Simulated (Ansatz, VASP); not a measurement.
## One calculation of CO, two programs

```
CELL_PARAMETERS angstrom
7.03385 0.00000 0.00000
0.00000 7.03385 0.00000
0.00000 0.00000 7.03385
ATOMIC_POSITIONS crystal
O 0.94052 0.54097 0.29699
O 0.97471 0.10381 0.02532
O 0.23236 0.70727 0.92959
O 0.37863 0.44568 0.33895
O 0.25556 0.02104 0.53762
O 0.64154 0.61948 0.70032
C 0.91377 0.69816 0.32407
C 0.10300 0.19244 0.98343
C 0.16348 0.63845 0.80071
C 0.48341 0.43807 0.21634
C 0.33367 0.96724 0.40705
C 0.72188 0.67772 0.82769
```

Alike in both runs: functional PBE; dispersion D3(BJ); k mesh 1 × 1 × 1; occupations fermi-dirac, width 0.02 eV; no spin polarisation.

Ansatz relaxed the structure, and its values are those at the end. VASP's run is a single point on that final structure, the one shown.

|  | VASP | Ansatz |
| --- | --- | --- |
| version | VASP 6.6.1 | Ansatz 0.2.0 |
| potentials or method | VASP PAW PBE potentials, release 64 (O, C), cutoff 520 eV | scalar-relativistic, plane waves, PAW |
| valence electrons in the cell | 60 | 60 |

Ansatz gave:

```
rms of the force components (eV/Å) : 0.074
```

Question: What did VASP give for the same quantities?

Answer: rms of the force components (eV/Å): 0.493.

One of these differences is far larger than is usual between the two programs; its cause wasn't traced.

Noted on VASP's run: the standard files for N, O and F lose accuracy on very short bonds.
